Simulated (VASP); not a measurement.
# Cu16H in VASP: single point with PBE

Aim: the single point of Cu16H with PBE.

Program: VASP 6.6.1. These are calculated values, not measurements. Logs are shortened: lines on timing, memory, paths and dates and some standing lists are left out, and cuts for length are marked.

## (1) The cell of the first run

The cell holds a slab with vacuum, 17 atoms: a = 5.105 Å, b = 5.105 Å, c = 17.253 Å, α = 90.00°, β = 90.00°, γ = 60.00°.

## (2) Single point, PBE

INCAR

```
SYSTEM = Cu16H
ALGO = Normal ; EDIFF = 1E-6
ENCUT = 520 ; GGA = PE
GGA_COMPAT = .False. ; ISIF = 2
ISMEAR = -1 ; LASPH = .True.
LCHARG = .True. ; LELF = .True.
LREAL = .False. ; LVHAR = .True.
LWAVE = .False. ; NBANDS = 102
NELM = 120 ; NELMDL = -8
PREC = Accurate ; SIGMA = 0.05
```

KPOINTS

```
k-points
0
Gamma
  3 3 1
  0 0 0
```

POSCAR

```
Cu16H
1.0
    5.1053110000      0.0000000000      0.0000000000
    2.5526550000      4.4213290000      0.0000000000
    0.0000000000      0.0000000000     17.2527030000
Cu H
16 1
Direct
    0.0000000000      0.0000000000      0.0579619000
    0.5000000000      0.0000000000      0.0579619000
    0.0000000000      0.5000000000      0.0579619000
    0.5000000000      0.5000000000      0.0579619000
    0.1681260549      0.1659392364      0.1804089660
    0.6658607267      0.1660085117      0.1804484051
    0.1665998229      0.6667018725      0.1805164881
    0.6658626132      0.6681315132      0.1804496282
   -0.1667072042      0.3333550742      0.2970401614
    0.3325143079      0.3349251870      0.3014073190
   -0.1651978863      0.8326004040      0.3013437124
    0.3325146398      0.8325638189      0.3014058229
   -0.0004796341      0.0010256245      0.4239456167
    0.4999749047      0.0000121572      0.4207892642
   -0.0004745994      0.4994556345      0.4239467549
    0.5010307120      0.4994832677      0.4240354415
    0.8313213908      0.3343621523      0.4779131913
```

Potentials or basis: VASP PAW PBE potentials, release 64 (Cu, H).

On the command line:

```bash
$ cat potpaw_PBE.64/Cu/POTCAR potpaw_PBE.64/H/POTCAR > POTCAR
$ mpirun -np 1 vasp_std > vasp.out
```

OUTCAR:

```text
SYSTEM = Cu16H
   EDIFF = 1E-6
   ENCUT = 520
   GGA = PE
   ISIF = 2
   ISMEAR = -1
   LASPH = .True.
   LREAL = .False.
   NELM = 120
   NELMDL = -8
   PREC = Accurate

 ion  position               nearest neighbor table
   1  0.000  0.000  0.058-   3 2.55   3 2.55   2 2.55   2 2.55   4 2.55   4 2.55   7 2.58   5 2.58
                             6 2.58
   2  0.500  0.000  0.058-   4 2.55   4 2.55   1 2.55   1 2.55   3 2.55   3 2.55   5 2.57   6 2.57
                             8 2.57
   3  0.000  0.500  0.058-   1 2.55   1 2.55   4 2.55   4 2.55   2 2.55   2 2.55   7 2.58   5 2.58
                             8 2.58
   4  0.500  0.500  0.058-   2 2.55   2 2.55   3 2.55   3 2.55   1 2.55   1 2.55   7 2.58   6 2.58
                             8 2.58
   5  0.168  0.166  0.180-   9 2.50   6 2.54   8 2.54   7 2.55   7 2.55  12 2.56  10 2.56   8 2.56
                             6 2.56   2 2.57   3 2.58   1 2.58
   6  0.666  0.166  0.180-   9 2.50   5 2.54   8 2.54   7 2.55   7 2.55  11 2.55  10 2.55   8 2.56
                             5 2.56   2 2.57   4 2.58   1 2.58
   7  0.167  0.667  0.181-  11 2.55  12 2.55  10 2.55   6 2.55   8 2.55   5 2.55   5 2.55   8 2.55
                             6 2.55   1 2.58   3 2.58   4 2.58
   8  0.666  0.668  0.180-   9 2.50   5 2.54   6 2.54   7 2.55   7 2.55  11 2.55  12 2.55   6 2.56
                             5 2.56   2 2.57   4 2.58   3 2.58
   9  0.833  0.333  0.297-   8 2.50   6 2.50   5 2.50  12 2.55  10 2.55  11 2.55  11 2.55  12 2.55
                            10 2.55  13 2.64  15 2.64  16 2.64
  10  0.333  0.335  0.301-  14 2.54  12 2.54  11 2.54   7 2.55   9 2.55   9 2.55   6 2.55   5 2.56
                            11 2.56  12 2.56  15 2.58  16 2.58
  11  0.835  0.833  0.301-  14 2.54  10 2.54  12 2.54   7 2.55   9 2.55   9 2.55   8 2.55   6 2.55
                            12 2.56  10 2.56  13 2.58  15 2.58
  12  0.333  0.833  0.301-  14 2.54  10 2.54  11 2.54   7 2.55   9 2.55   9 2.55   8 2.55   5 2.56
                            11 2.56  10 2.56  13 2.58  16 2.58
  13  1.000  0.001  0.424-  17 1.74  15 2.54  16 2.54  14 2.55  14 2.55  16 2.56  15 2.56  12 2.58
                            11 2.58   9 2.64
  14  0.500  0.000  0.421-  10 2.54  12 2.54  11 2.54  15 2.55  13 2.55  16 2.55  16 2.55  13 2.55
                            15 2.55
  15  1.000  0.499  0.424-  17 1.74  13 2.54  16 2.54  14 2.55  14 2.55  16 2.56  13 2.56  10 2.58
                            11 2.58   9 2.64
  16  0.501  0.499  0.424-  17 1.73  13 2.54  15 2.54  14 2.55  14 2.55  15 2.56  13 2.56  10 2.58
                            12 2.58   9 2.64
  17  0.831  0.334  0.478-  16 1.73  15 1.74  13 1.74

  LATTYP: Found a hexagonal cell.
 ALAT       =     5.1053107325
 C/A-ratio  =     3.3793639416

  Lattice vectors:

 A1 = (  -2.5526550000,  -4.4213290000,   0.0000000000)
 A2 = (   5.1053110000,   0.0000000000,   0.0000000000)
 A3 = (   0.0000000000,   0.0000000000,  17.2527030000)

Analysis of symmetry for initial positions (statically):
=====================================================================
 Subroutine PRICEL returns:
 Original cell was already a primitive cell.

 Routine SETGRP: Setting up the symmetry group for a
 hexagonal supercell.

 Subroutine GETGRP returns: Found  1 space group operations
 (whereof  1 operations were pure point group operations)
 out of a pool of 24 trial point group operations.

The static configuration has the point symmetry C_1 .

Analysis of symmetry for dynamics (positions and initial velocities):
=====================================================================
 Subroutine PRICEL returns:
 Original cell was already a primitive cell.

 Routine SETGRP: Setting up the symmetry group for a
 hexagonal supercell.

 Subroutine GETGRP returns: Found  1 space group operations
 (whereof  1 operations were pure point group operations)
 out of a pool of 24 trial point group operations.

The dynamic configuration has the point symmetry C_1 .

 Subroutine INISYM returns: Found  1 space group operations
 (whereof  1 operations are pure point group operations),
 and found     1 'primitive' translations

----------------------------------------------------------------------------------------

                                     Primitive cell

  volume of cell :     389.4325

  direct lattice vectors                    reciprocal lattice vectors
     5.105311000  0.000000000  0.000000000     0.195874453 -0.113088147  0.000000000
     2.552655000  4.421329000  0.000000000     0.000000000  0.226176337  0.000000000
     0.000000000  0.000000000 17.252703000     0.000000000  0.000000000  0.057961932

  length of vectors
     5.105311000  5.105310732 17.252703000     0.226176326  0.226176337  0.057961932
[... 46 lines left out ...]
 generate k-points for:    3    3    1

 Generating k-lattice:

  Cartesian coordinates                     Fractional coordinates (reciprocal lattice)
     0.065291484 -0.037696049  0.000000000     0.333333333  0.000000000  0.000000000
     0.000000000  0.075392112  0.000000000     0.000000000  0.333333333  0.000000000
     0.000000000  0.000000000  0.057961932     0.000000000  0.000000000  1.000000000

  Length of vectors
     0.075392109  0.075392112  0.057961932

  Shift w.r.t. Gamma in fractional coordinates (k-lattice)
     0.000000000  0.000000000  0.000000000

 Subroutine IBZKPT returns following result:
 ===========================================

 Found      5 irreducible k-points:

 Following reciprocal coordinates:
            Coordinates               Weight
  0.000000  0.000000  0.000000      1.000000
  0.333333 -0.000000  0.000000      2.000000
  0.333333  0.333333  0.000000      2.000000
  0.000000  0.333333  0.000000      2.000000
 -0.333333  0.333333  0.000000      2.000000
   k-points           NKPTS =      5   k-points in BZ     NKDIM =      5   number of bands    NBANDS=    102
   number of dos      NEDOS =    301   number of ions     NIONS =     17
   total plane-waves  NPLWV = 204800
   dimension x,y,z NGX =    40 NGY =   40 NGZ =  128
   dimension x,y,z NGXF=    80 NGYF=   80 NGZF=  256
   ions per type =              16   1
   NGX,Y,Z   is equivalent  to a cutoff of  13.03, 13.03, 12.33 a.u.
   NGXF,Y,Z  is equivalent  to a cutoff of  26.05, 26.05, 24.67 a.u.
 SYSTEM =  Cu16H
   PREC   = accura    normal or accurate (medium, high low for compatibility)
   ISTART =      0    job   : 0-new  1-cont  2-samecut
   ICHARG =      2    charge: 1-file 2-atom 10-const
   ISPIN  =      1    spin polarized calculation?
   LNONCOLLINEAR =      F non collinear calculations
   LSORBIT =      F    spin-orbit coupling
   LASPH  =      T    aspherical Exc in radial PAW
   ENCUT  =  520.0 eV  38.22 Ry    6.18 a.u.   9.49  9.49 32.08*2*pi/ulx,y,z
   NELM   =    120;   NELMIN=  2; NELMDL= -8     # of ELM steps
   EDIFF  = 0.1E-05   stopping-criterion for ELM
   LREAL  =      F    real-space projection
   EDIFFG = 0.1E-04   stopping-criterion for IOM
   NSW    =      0    number of steps for IOM
   IBRION =     -1    ionic relax: 0-MD 1-quasi-New 2-CG
   NFREE  =      0    steps in history (QN), initial steepest desc. (CG)
   ISIF   =      2    stress and relaxation
   ISYM   =      2    0-nonsym 1-usesym 2-fastsym
   POTIM  = 0.5000    time-step for ionic-motion
   TEBEG  =    0.0;   TEEND  =   0.0 temperature during run
   PSTRESS=    0.0 pullay stress
   NELECT =     177.0000    total number of electrons
   NUPDOWN=      -1.0000    fix difference up-down
   EMIN   =  10.00;   EMAX   =-10.00  energy-range for DOS
   EFERMI =   0.00;   METHOD = LEGACY
   ISMEAR =    -1;   SIGMA  =   0.05  broadening in eV -4-tet -1-fermi 0-gaus
   EFERMI_NEDOS =   21; number of points for ismear=-14 and -15
   IALGO  =     38    algorithm
   IMIX   =      4    mixing-type and parameters
     AMIX     =   0.40;   BMIX     =  1.00
     AMIX_MAG =   1.60;   BMIX_MAG =  1.00
  volume/ion in A,a.u.               =      22.91       154.59
  Fermi-wavevector in a.u.,A,eV,Ry     =   1.258699  2.378596 21.556023  1.584323
  Thomas-Fermi vector in A             =   2.392296
   LORBIT       =      0    0 simple, 1 ext, 2 COOP (PROOUT), +10 PAW based schemes
   GGA     = PE    functional components
   LHFCALC =     F    Hartree Fock is set to
   AEXX    =    0.0000 exact exchange contribution
   IVDW    =     0    specifies the selected vdW correction
   LEPSILON=     F    determine dielectric tensor
   LRPA    =     F    only Hartree local field effects (RPA)
 non-spin polarized calculation
  energy-cutoff  :      520.00
  volume of cell :      389.43
 maximum number of plane-waves:     10529
 NGX is ok and might be reduce to    40
   NGX = 19   NGY = 19   NGZ = 65

 number of electron     177.0000013 magnetization

 Free energy of the ion-electron system (eV)
  ---------------------------------------------------
  ext. energy  EPLUGINS =         0.00000000
  ---------------------------------------------------
  free energy    TOTEN  =       -59.17959347 eV

  energy without entropy =      -59.09146828  energy(sigma->0) =      -59.13553088

 E-fermi :   1.1920     XC(G=0):  -7.2679

 val. band max:        1.1573939733   @ k =   0.0000   0.3333   0.0000
 cond. band min:       1.5675022892   @ k =   0.0000   0.3333   0.0000
 fundamental gap:      0.4101083159
 Fermi energy:         1.1919772995

 k-point     1 :       0.0000    0.0000    0.0000
  band No.  band energies     occupation
      1      -7.6588      2.00000
      2      -6.6687      2.00000
      3      -5.3218      2.00000
      4      -4.1295      2.00000
      5      -3.6244      2.00000
      6      -3.5292      2.00000
[... 504 lines left out ...]
     99       5.4290      0.00000
    100       5.7115      0.00000
 [bands above 100 left out]

------------------------ aborting loop because EDIFF is reached ----------------------------------------

  FORCE on cell =-STRESS in cart. coord.  units (eV):
  Direction    XX          YY          ZZ          XY          YZ          ZX
  --------------------------------------------------------------------------------------
  -------------------------------------------------------------------------------------
  Total       -2.4331027     -2.4477349      0.5256987     -0.0116605     -0.0121020      0.0204095
  in kB      -10.0101099    -10.0703085      2.1627949     -0.0479729     -0.0497892      0.0839674
  external PRESSURE =      -5.9725411 kB  Pullay stress =       0.0000000 kB

 VOLUME and BASIS-vectors are now :
 -----------------------------------------------------------------------------
  energy-cutoff  :      520.00
  volume of cell :      389.43
      direct lattice vectors                 reciprocal lattice vectors
     5.105311000  0.000000000  0.000000000     0.195874453 -0.113088147  0.000000000
     2.552655000  4.421329000  0.000000000     0.000000000  0.226176337  0.000000000
     0.000000000  0.000000000 17.252703000     0.000000000  0.000000000  0.057961932

 POSITION                                       TOTAL-FORCE (eV/Angst)
 -----------------------------------------------------------------------------------
      0.00000      0.00000      1.00000        -0.000849      0.015053     -0.012791
      2.55266      0.00000      1.00000         0.000565     -0.000343     -0.054236
      1.27633      2.21066      1.00000        -0.013474     -0.006772     -0.012779
      3.82898      2.21066      1.00000         0.013203     -0.007597     -0.012249
      1.28192      0.73367      3.11254         0.006191     -0.003598     -0.005775
      3.82319      0.73398      3.11322        -0.006766     -0.004806     -0.009967
[... 9 lines left out ...]
      3.83293      2.20838      7.31576        -0.032650      0.018970      0.014397
      5.09767      1.47833      8.24529         0.020498     -0.012129      0.020523
 -----------------------------------------------------------------------------------
    total drift:                               -0.000022      0.000017      0.001587

  FREE ENERGIE OF THE ION-ELECTRON SYSTEM (eV)
  ---------------------------------------------------
  free  energy   TOTEN  =       -59.1795934740 eV

  energy  without entropy=      -59.0914682836  energy(sigma->0) =      -59.13553088
```

It took 24 min on 1 thread of Intel Xeon 8259CL, shared host; peak memory 0.55 GiB.

What came out:

- Free energy: -59.1796 eV
- Largest force: 0.054 eV/Å
- Band gap on the k mesh: zero (an odd number of electrons rules out a gap without spin polarisation)

Forces in eV/Å, atoms in the order of the input:
```
Cu  -0.001  0.015 -0.013
Cu   0.001  0.000 -0.054
Cu  -0.013 -0.007 -0.013
Cu   0.013 -0.008 -0.012
Cu   0.006 -0.004 -0.006
Cu  -0.007 -0.005 -0.010
Cu   0.000  0.000  0.005
Cu   0.001  0.008 -0.010
Cu   0.001 -0.001 -0.008
Cu  -0.001  0.001  0.000
Cu   0.001 -0.001  0.004
Cu  -0.001  0.000  0.000
Cu  -0.003 -0.017  0.029
Cu   0.001 -0.001  0.026
Cu   0.013  0.011  0.029
Cu  -0.033  0.019  0.014
H    0.020 -0.012  0.021
```

Levels at points of the mesh, in eV from the Fermi level:
| k point | band 87 | band 88 | band 89 | band 90 | band 91 | band 92 |
| --- | --- | --- | --- | --- | --- | --- |
| (0.00, 0.00, 0.00) | -0.12 | -0.12 | 0.52 | 0.86 | 0.86 | 1.17 |

Caveat: the k points lie up to 0.47 Å⁻¹ apart, too coarse for converged energies and pressures of a metal.
